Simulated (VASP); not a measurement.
**Te: single point with PBE+D3(BJ)**

The system is Te.

```
CELL_PARAMETERS angstrom
4.31861 0.00000 0.00000
-2.15930 3.74002 0.00000
0.00000 0.00000 5.96574
ATOMIC_POSITIONS crystal
Te 0.28474 0.00000 0.33333
Te 0.00000 0.28474 0.66667
Te 0.71526 0.71526 0.00000
```

| Property | Result |
| --- | --- |
| Program | VASP 6.6.1 |
| Task | single point |
| Functional | PBE |
| Dispersion | D3(BJ) |
| Potentials or basis | VASP PAW PBE potentials, release 64 (Te) |
| Cutoff | 520 eV |
| k mesh | 12 × 12 × 8 |
| Occupations | gaussian, width 0.1 eV |
| Spin | no spin polarisation |

```json
{
  "Pressure": "0.0 GPa",
  "Largest force": "0.012 eV/Å",
  "Band gap on the k mesh": "0.02 eV",
  "Dispersion energy per atom": "-0.456 eV"
}
```

Forces in eV/Å, atoms in the order of the input:
```
Te   0.012  0.000  0.000
Te  -0.006  0.010  0.000
Te  -0.006 -0.010  0.000
```

Stress tensor (GPa, compression positive):
```
-0.05  0.00  0.00
 0.00 -0.05  0.00
 0.00  0.00  0.04
```

Levels at points of the mesh, in eV from the valence-band top:
```
           k point  band 5  band 6  band 7  band 8  band 9  band 10  band 11  band 12  band 13  band 14
(0.00, 0.00, 0.00)   -2.59   -2.59   -1.78   -1.78   -1.15     0.99     0.99     1.69     4.87     4.87
(0.50, 0.00, 0.00)   -4.64   -4.00   -3.88   -0.84   -0.72     0.57     0.58     2.49     3.76     7.79
(0.00, 0.00, 0.50)   -2.66   -2.66   -1.28   -0.85   -0.85     0.25     0.34     0.34     3.70     5.08
(0.50, 0.00, 0.50)   -3.67   -3.65   -2.76   -2.50   -0.32     0.37     2.01     2.65     4.27     4.74
```

Run time: 3.7 min on 1 thread of Oxide Virtual Turin-like Processor (shared host), peak memory 0.29 GiB.

Caveat: the smearing spreads over this small gap; spin-orbit coupling is left out, which moves the levels of the heavy elements. A k mesh can miss the band edges.
